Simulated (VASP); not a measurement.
Crystal: Ga.

```xyz
2
Lattice="3.0261 0.0000 0.0000 -1.5131 2.6207 0.0000 0.0000 0.0000 4.9417" Properties=species:S:1:pos:R:3 pbc="T T T"
Ga    0.0000    1.7471    1.2354
Ga    1.5131    0.8736    3.7062
```

This isn't the form of Ga at room conditions, which is orthorhombic.

* Program: VASP 6.6.1
* Task: relaxation of cell and atoms
* Functional: RPBE
* Potentials or basis: VASP PAW PBE potentials, release 64 (Ga_d)
* Cutoff: 600 eV
* k mesh: 12 × 12 × 7
* Occupations: fermi-dirac, width 0.1 eV
* Spin: no spin polarisation

At the start: pressure 0.5 GPa; volume 19.59 Å³/atom.

Task: How do energy, volume and symmetry change on relaxing?

Result: Over 11 steps the energy falls by 2.4 meV/atom and the volume is 19.86 Å³/atom (+1.4 %); space group P6_3/mmc (No. 194, to 0.1 Å) before and after.

Step by step:
| step | energy change (eV) | largest force (eV/Å) | pressure (GPa) | volume (Å³) |
| --- | --- | --- | --- | --- |
| 1 | 0.0000 | 0.0000 | 0.53 | 39.19 |
| 2 | -0.0018 | 0.0000 | 0.22 | 39.56 |
| 3 | -0.0025 | 0.0000 | -0.70 | 40.33 |
| 4 | -0.0027 | 0.0000 | -0.45 | 40.06 |
| 5 | -0.0041 | 0.0000 | -0.28 | 40.02 |
| 6 | -0.0045 | 0.0000 | -0.23 | 39.98 |
| 7 | -0.0045 | 0.0000 | -0.39 | 39.98 |
| 8 | -0.0047 | 0.0000 | 0.07 | 39.62 |
| 9 | -0.0047 | 0.0000 | -0.11 | 39.77 |
| 10 | -0.0047 | 0.0000 | 0.08 | 39.68 |
| 11 | -0.0047 | 0.0000 | -0.02 | 39.72 |

Final structure:
```
Ga
1.0
     3.07556    0.00000    0.00000
    -1.53778    2.66351    0.00000
     0.00000    0.00000    4.84904
Ga
2
Cartesian
  0.0000 1.7757 1.2123
  1.5378 0.8878 3.6368
```

Caveat: the PAW data sets were made with another functional, which shifts forces and pressure a little.
